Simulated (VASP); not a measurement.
## Be: single point with RPBE+D3(BJ)

Be:

```
Be
1.0
     1.91890    0.00000    0.00000
     0.00000    1.91890    0.00000
     0.00000    0.00000    2.25674
Be
1
Direct
  0.00000 0.00000 0.50000
```

```yaml
Program: VASP 6.6.1
Task: single point
Functional: RPBE
Dispersion: D3(BJ)
Potentials_or_basis: VASP PAW PBE potentials, release 64 (Be)
Cutoff: 520 eV
k_mesh: 13 × 13 × 10
Occupations: fermi-dirac, width 0.05 eV
Spin: no spin polarisation
Dipole_correction: no
Further_INCAR_settings: ALGO = Fast; EDIFF = 1e-06; NBANDS = 7
```

```
Pressure                   : 0.0 GPa
Band gap on the k mesh     : zero (band 1 reaches 11.65 eV, above the bottom of band 2 at 2.87 eV)
Dispersion energy per atom : -1.222 eV
```

Stress tensor (GPa, compression positive):
```
 0.09  0.00  0.00
 0.00  0.09  0.00
 0.00  0.00 -0.23
```

Levels at points of the mesh, in eV from the Fermi level:
```tsv
k point	band 1	band 2	band 3	band 4
(0.00, 0.00, 0.00)	-10.93	10.09	17.27	19.11
(0.00, 0.00, 0.50)	-6.37	-3.70	21.79	21.79
```

Wall time 2.8 s on 1 thread of Intel(R) Xeon(R) 6975P-C (Granite Rapids) (shared host), peak memory 0.12 GiB.

Caveat: the PAW data sets were made with another functional, which shifts forces and pressure a little; pairwise dispersion overbinds metals, which lowers pressure and volume.
